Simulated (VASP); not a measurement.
# SnSe2 (P-3m1) in VASP: a series of runs

Aim: see how the results for SnSe2 move with the level of theory and the settings. Levels: PBE+D3(BJ), PBE. Tasks: single point.

Program: VASP 6.6.1. These are calculated values, not measurements. Logs are shortened: lines on timing, memory, paths and dates and some standing lists are left out, and cuts for length are marked.

## Step 1: The cell of the first run

Symmetry: P-3m1, No. 164, trigonal system. The conventional cell has a = 3.839 Å, b = 3.839 Å, c = 6.047 Å, α = 90.00°, β = 90.00°, γ = 120.00°. Sn (site symmetry -3m) has 6 Se at 2.73 Å within 3.6 Å. Se (site symmetry 3m) has 3 Sn at 2.73 Å within 3.6 Å.

## Step 2: Single point, PBE+D3(BJ)

File INCAR:

```
PREC = Accurate
ENCUT = 500
EDIFF = 1E-6
ISMEAR = 0
SIGMA = 0.05
LREAL = F
LASPH = T
NELM = 120
ALGO = Normal
ISIF = 2
LWAVE = F
LCHARG = F
GGA = PE
IVDW = 12
NBANDS = 20
GGA_COMPAT = F
```

File KPOINTS:

```
regular mesh
0
Gamma
  8 8 4
```

File POSCAR:

```
SnSe2
1.0
    3.8393021247      0.0000000000      0.0000000000
   -1.9196510623      3.3249331729      0.0000000000
    0.0000000000      0.0000000000      6.0468501537
Sn Se
1 2
Direct
    0.0000000000      0.0000000000      0.0000000000
    0.3333333333      0.6666666667      0.2638113996
    0.6666666667      0.3333333333      0.7361886004
```

Potentials or basis: VASP PAW PBE potentials, release 64 (Sn_d, Se).

Command:

```sh
cat potpaw_PBE.64/Sn_d/POTCAR potpaw_PBE.64/Se/POTCAR > POTCAR
mpirun -np 1 vasp_std > vasp.out
```

OUTCAR:

```text
PREC = Accurate
   ENCUT = 500
   EDIFF = 1E-6
   ISMEAR = 0
   LREAL = F
   LASPH = T
   NELM = 120
   ISIF = 2
   GGA = PE
   IVDW = 12
 IVDW          = 12

 ion  position               nearest neighbor table
   1  0.000  0.000  0.000-   2 2.73   3 2.73   3 2.73   2 2.73   3 2.73   2 2.73
   2  0.333  0.667  0.264-   1 2.73   1 2.73   1 2.73
   3  0.667  0.333  0.736-   1 2.73   1 2.73   1 2.73

  LATTYP: Found a hexagonal cell.
 ALAT       =     3.8393021247
 C/A-ratio  =     1.5749867964

  Lattice vectors:

 A1 = (   3.8393021247,   0.0000000000,   0.0000000000)
 A2 = (  -1.9196510623,   3.3249331729,   0.0000000000)
 A3 = (   0.0000000000,   0.0000000000,   6.0468501537)

Analysis of symmetry for initial positions (statically):
=====================================================================
 Subroutine PRICEL returns:
 Original cell was already a primitive cell.

 Routine SETGRP: Setting up the symmetry group for a
 hexagonal supercell.

 Subroutine GETGRP returns: Found 12 space group operations
 (whereof 12 operations were pure point group operations)
 out of a pool of 24 trial point group operations.

The static configuration has the point symmetry D_3d.

Analysis of symmetry for dynamics (positions and initial velocities):
=====================================================================
 Subroutine PRICEL returns:
 Original cell was already a primitive cell.

 Routine SETGRP: Setting up the symmetry group for a
 hexagonal supercell.

 Subroutine GETGRP returns: Found 12 space group operations
 (whereof 12 operations were pure point group operations)
 out of a pool of 24 trial point group operations.

The dynamic configuration has the point symmetry D_3d.

 Subroutine INISYM returns: Found 12 space group operations
 (whereof 12 operations are pure point group operations),
 and found     1 'primitive' translations

----------------------------------------------------------------------------------------

                                     Primitive cell

  volume of cell :      77.1906

  direct lattice vectors                    reciprocal lattice vectors
     3.839302125  0.000000000  0.000000000     0.260464003  0.150378962  0.000000000
    -1.919651062  3.324933173  0.000000000     0.000000000  0.300757924  0.000000000
     0.000000000  0.000000000  6.046850154     0.000000000  0.000000000  0.165375357

  length of vectors
     3.839302125  3.839302125  6.046850154     0.300757924  0.300757924  0.165375357

  position of ions in fractional coordinates (direct lattice)
     0.000000000  0.000000000  0.000000000
     0.333333333  0.666666667  0.263811400
     0.666666667  0.333333333  0.736188600

  ion indices of the primitive-cell ions
   primitive index   ion index
                 1           1
                 2           2
                 3           3

----------------------------------------------------------------------------------------

 KPOINTS: regular mesh

Automatic generation of k-mesh.
 Grid dimensions read from file:
 generate k-points for:    8    8    4

 Generating k-lattice:

  Cartesian coordinates                     Fractional coordinates (reciprocal lattice)
     0.032558000  0.018797370  0.000000000     0.125000000  0.000000000  0.000000000
     0.000000000  0.037594741  0.000000000     0.000000000  0.125000000  0.000000000
     0.000000000  0.000000000  0.041343839     0.000000000  0.000000000  0.250000000

  Length of vectors
     0.037594741  0.037594741  0.041343839

  Shift w.r.t. Gamma in fractional coordinates (k-lattice)
     0.000000000  0.000000000  0.000000000

 Subroutine IBZKPT returns following result:
 ===========================================

 Found     35 irreducible k-points:

 Following reciprocal coordinates:
            Coordinates               Weight
  0.000000  0.000000  0.000000      1.000000
  0.125000  0.000000  0.000000      6.000000
  0.250000  0.000000  0.000000      6.000000
  0.375000  0.000000  0.000000      6.000000
  0.500000  0.000000  0.000000      3.000000
  0.125000  0.125000  0.000000      6.000000
[... 16 lines left out ...]
 -0.125000  0.500000  0.250000     12.000000
  0.250000  0.250000  0.250000     12.000000
 [... further k-points ...]
   k-points           NKPTS =     35   k-points in BZ     NKDIM =     35   number of bands    NBANDS=     20
   number of dos      NEDOS =    301   number of ions     NIONS =      3
   total plane-waves  NPLWV =  37632
   dimension x,y,z NGX =    28 NGY =   28 NGZ =   48
   dimension x,y,z NGXF=    56 NGYF=   56 NGZF=   96
   ions per type =               1   2
   NGX,Y,Z   is equivalent  to a cutoff of  12.12, 12.12, 13.20 a.u.
   NGXF,Y,Z  is equivalent  to a cutoff of  24.25, 24.25, 26.39 a.u.
 SYSTEM =  unknown system
   PREC   = accura    normal or accurate (medium, high low for compatibility)
   ISTART =      0    job   : 0-new  1-cont  2-samecut
   ICHARG =      2    charge: 1-file 2-atom 10-const
   ISPIN  =      1    spin polarized calculation?
   LNONCOLLINEAR =      F non collinear calculations
   LSORBIT =      F    spin-orbit coupling
   LASPH  =      T    aspherical Exc in radial PAW
   ENCUT  =  500.0 eV  36.75 Ry    6.06 a.u.   7.00  7.00 11.02*2*pi/ulx,y,z
   NELM   =    120;   NELMIN=  2; NELMDL= -5     # of ELM steps
   EDIFF  = 0.1E-05   stopping-criterion for ELM
   LREAL  =      F    real-space projection
   EDIFFG = 0.1E-04   stopping-criterion for IOM
   NSW    =      0    number of steps for IOM
   IBRION =     -1    ionic relax: 0-MD 1-quasi-New 2-CG
   NFREE  =      0    steps in history (QN), initial steepest desc. (CG)
   ISIF   =      2    stress and relaxation
   ISYM   =      2    0-nonsym 1-usesym 2-fastsym
   POTIM  = 0.5000    time-step for ionic-motion
   TEBEG  =    0.0;   TEEND  =   0.0 temperature during run
   PSTRESS=    0.0 pullay stress
   NELECT =      26.0000    total number of electrons
   NUPDOWN=      -1.0000    fix difference up-down
   EMIN   =  10.00;   EMAX   =-10.00  energy-range for DOS
   EFERMI =   0.00;   METHOD = LEGACY
   ISMEAR =     0;   SIGMA  =   0.05  broadening in eV -4-tet -1-fermi 0-gaus
   EFERMI_NEDOS =   21; number of points for ismear=-14 and -15
   IALGO  =     38    algorithm
   IMIX   =      4    mixing-type and parameters
     AMIX     =   0.40;   BMIX     =  1.00
     AMIX_MAG =   1.60;   BMIX_MAG =  1.00
  volume/ion in A,a.u.               =      25.73       173.64
  Fermi-wavevector in a.u.,A,eV,Ry     =   1.139054  2.152501 17.652811  1.297445
  Thomas-Fermi vector in A             =   2.275758
   LORBIT       =      0    0 simple, 1 ext, 2 COOP (PROOUT), +10 PAW based schemes
   GGA     = PE    functional components
   LHFCALC =     F    Hartree Fock is set to
   AEXX    =    0.0000 exact exchange contribution
   IVDW    =    12    specifies the selected vdW correction
   LEPSILON=     F    determine dielectric tensor
   LRPA    =     F    only Hartree local field effects (RPA)
 non-spin polarized calculation
 Gauss-broadening in eV      SIGMA  =   0.05
  energy-cutoff  :      500.00
  volume of cell :       77.19
 maximum number of plane-waves:      1976
   NGX = 13   NGY = 13   NGZ = 23

 number of electron      26.0000016 magnetization

 Free energy of the ion-electron system (eV)
  ---------------------------------------------------
  ext. energy  EPLUGINS =         0.00000000
  ---------------------------------------------------
  free energy    TOTEN  =       -11.81183523 eV

  energy without entropy =      -11.81183523  energy(sigma->0) =      -11.81183523

 E-fermi :   4.5580     XC(G=0):  -9.5297

 val. band max:        4.2993727187   @ k =   0.1250   0.0000   0.0000
 cond. band min:       4.9084502411   @ k =   0.5000   0.0000   0.2500
 fundamental gap:      0.6090775223
 Fermi energy:         4.5580087606

 k-point     1 :       0.0000    0.0000    0.0000
  band No.  band energies     occupation
      1     -17.0391      2.00000
      2     -17.0391      2.00000
      3     -17.0050      2.00000
      4     -16.9939      2.00000
      5     -16.9939      2.00000
      6      -9.5587      2.00000
[... 12 lines left out ...]
     19      13.2306      0.00000
     20      13.2306      0.00000

 k-point     2 :       0.1250    0.0000    0.0000
  band No.  band energies     occupation
      1     -17.0448      2.00000
      2     -17.0338      2.00000
      3     -17.0014      2.00000
      4     -16.9971      2.00000
      5     -16.9934      2.00000
      6      -9.4109      2.00000
[... 12 lines left out ...]
     19      12.4768      0.00000
     20      13.3330      0.00000

 k-point     3 :       0.2500    0.0000    0.0000
  band No.  band energies     occupation
      1     -17.0610      2.00000
      2     -17.0238      2.00000
      3     -17.0063      2.00000
      4     -16.9894      2.00000
      5     -16.9892      2.00000
      6      -8.9926      2.00000
[... 12 lines left out ...]
     19      12.4029      0.00000
     20      13.8544      0.00000

 k-point     4 :       0.3750    0.0000    0.0000
  band No.  band energies     occupation
      1     -17.0787      2.00000
      2     -17.0190      2.00000
      3     -17.0131      2.00000
      4     -16.9801      2.00000
      5     -16.9778      2.00000
      6      -8.4100      2.00000
[... 12 lines left out ...]
     19      13.6476      0.00000
     20      14.6150      0.00000

 k-point     5 :       0.5000    0.0000    0.0000
  band No.  band energies     occupation
      1     -17.0862      2.00000
      2     -17.0183      2.00000
      3     -17.0157      2.00000
      4     -16.9749      2.00000
      5     -16.9730      2.00000
      6      -8.0210      2.00000
[... 12 lines left out ...]
     19      14.3489      0.00000
     20      15.2879      0.00000
[... 353 lines left out ...]
      6      -8.5217      2.00000
[... 12 lines left out ...]
     19      11.7882      0.00000
     20      13.5074      0.00000

 k-point    22 :       0.3750    0.1250    0.2500
  band No.  band energies     occupation
      1     -17.0783      2.00000
      2     -17.0247      2.00000
      3     -17.0112      2.00000
      4     -16.9809      2.00000
      5     -16.9734      2.00000
      6      -7.9990      2.00000
[... 12 lines left out ...]
     19      13.7765      0.00000
     20      14.7577      0.00000

 k-point    23 :      -0.1250    0.5000    0.2500
  band No.  band energies     occupation
      1     -17.0783      2.00000
      2     -17.0247      2.00000
      3     -17.0112      2.00000
      4     -16.9809      2.00000
      5     -16.9734      2.00000
      6      -8.0039      2.00000
[... 12 lines left out ...]
     19      13.2476      0.00000
     20      14.4396      0.00000

 k-point    24 :       0.2500    0.2500    0.2500
  band No.  band energies     occupation
      1     -17.0669      2.00000
      2     -17.0344      2.00000
      3     -17.0034      2.00000
      4     -16.9906      2.00000
      5     -16.9734      2.00000
      6      -8.0370      2.00000
[... 12 lines left out ...]
     19      11.7412      0.00000
     20      14.0203      0.00000

 [... further k-points ...]

------------------------ aborting loop because EDIFF is reached ----------------------------------------

 Edisp (eV)   -1.08480

 E8    (eV) :    -0.4748

  FORCE on cell =-STRESS in cart. coord.  units (eV):
  Direction    XX          YY          ZZ          XY          YZ          ZX
  --------------------------------------------------------------------------------------
  -------------------------------------------------------------------------------------
  Total      -0.01276    -0.01276    -0.06510    -0.00000    -0.00000    -0.00000
  in kB      -0.26480    -0.26480    -1.35115    -0.00000    -0.00000    -0.00000
  external pressure =       -0.63 kB  Pullay stress =        0.00 kB

 VOLUME and BASIS-vectors are now :
 -----------------------------------------------------------------------------
  energy-cutoff  :      500.00
  volume of cell :       77.19
      direct lattice vectors                 reciprocal lattice vectors
     3.839302125  0.000000000  0.000000000     0.260464003  0.150378962  0.000000000
    -1.919651062  3.324933173  0.000000000     0.000000000  0.300757924  0.000000000
     0.000000000  0.000000000  6.046850154     0.000000000  0.000000000  0.165375357

 POSITION                                       TOTAL-FORCE (eV/Angst)
 -----------------------------------------------------------------------------------
      0.00000      0.00000      0.00000        -0.000000      0.000000      0.000000
     -0.00000      2.21662      1.59523         0.000000     -0.000000      0.011779
      1.91965      1.10831      4.45162        -0.000000      0.000000     -0.011779
 -----------------------------------------------------------------------------------
    total drift:                               -0.000000     -0.000000      0.000000

  FREE ENERGIE OF THE ION-ELECTRON SYSTEM (eV)
  ---------------------------------------------------
  free  energy   TOTEN  =       -12.8966332253 eV

  energy  without entropy=      -12.8966332253  energy(sigma->0) =      -12.89663323
```

Run time: 22 s. Hardware: 1 thread of Intel Xeon 6975P-C (Granite Rapids), shared host; peak memory 0.22 GiB.

Results:

| Property | Result |
| --- | --- |
| Free energy | -12.8966 eV |
| Pressure | -0.1 GPa |
| Largest force | 0.012 eV/Å |
| Band gap on the k mesh | 0.61 eV, indirect (least direct gap 0.86 eV) |
| Dispersion energy per atom | -0.362 eV |

Forces in eV/Å, atoms in the order of the input:
```
Sn   0.000  0.000  0.000
Se   0.000  0.000  0.012
Se   0.000  0.000 -0.012
```

Levels at points of the mesh, in eV from the valence-band top:
```
           k point  band 9  band 10  band 11  band 12  band 13  band 14  band 15  band 16  band 17  band 18
(0.00, 0.00, 0.00)   -0.65    -0.65    -0.47    -0.47    -0.09     0.77     2.98     4.54     4.54     8.10
(0.50, 0.00, 0.00)   -4.30    -3.15    -2.59    -1.58    -0.33     1.15     3.56     4.98     5.09     6.84
(0.00, 0.00, 0.50)   -2.36    -0.81    -0.81    -0.23    -0.23     2.43     2.84     4.18     4.18     7.46
(0.50, 0.00, 0.50)   -4.93    -2.32    -2.01    -1.03    -0.90     0.65     3.96     4.58     5.77     6.00
```

Caveat: three body term missing; spin-orbit coupling is left out, which moves the levels of the heavy elements.

## Step 3: Single point, PBE

File INCAR:

```
PREC = Accurate
ENCUT = 500
EDIFF = 1E-6
ISMEAR = 0
SIGMA = 0.05
LREAL = False
LASPH = True
NELM = 120
ALGO = Normal
ISIF = 2
LWAVE = False
LCHARG = False
GGA = PE
NBANDS = 20
GGA_COMPAT = False
```

File KPOINTS:

```
Automatic mesh
0
Gamma
  8 8 4
```

POSCAR is that of step 2.

Potentials or basis: VASP PAW PBE potentials, release 64 (Sn_d, Se).

Command:

```sh
cat potpaw_PBE.64/Sn_d/POTCAR potpaw_PBE.64/Se/POTCAR > POTCAR
mpirun -np 1 vasp_std > vasp.out
```

It took 22 s on 1 thread of Intel Xeon 6975P-C (Granite Rapids), shared host; peak memory 0.21 GiB.

Results (log left out):

```
Free energy            : -11.8118 eV
Pressure               : 2.3 GPa
Band gap on the k mesh : 0.61 eV, indirect (least direct gap 0.86 eV)
```

Levels at points of the mesh, in eV from the valence-band top:
```
           k point  band 9  band 10  band 11  band 12  band 13  band 14  band 15  band 16  band 17  band 18
(0.00, 0.00, 0.00)   -0.65    -0.65    -0.47    -0.47    -0.09     0.77     2.98     4.54     4.54     8.10
(0.50, 0.00, 0.00)   -4.30    -3.15    -2.59    -1.58    -0.33     1.15     3.56     4.98     5.09     6.84
(0.00, 0.00, 0.50)   -2.36    -0.81    -0.81    -0.23    -0.23     2.43     2.84     4.18     4.18     7.46
(0.50, 0.00, 0.50)   -4.93    -2.32    -2.01    -1.03    -0.90     0.65     3.96     4.58     5.77     6.00
```

Caveat: spin-orbit coupling is left out, which moves the levels of the heavy elements; this functional lacks dispersion, which binds the layers, so the pressure and a relaxed spacing across them are unreliable.

(Continued in part 2 of 2.)
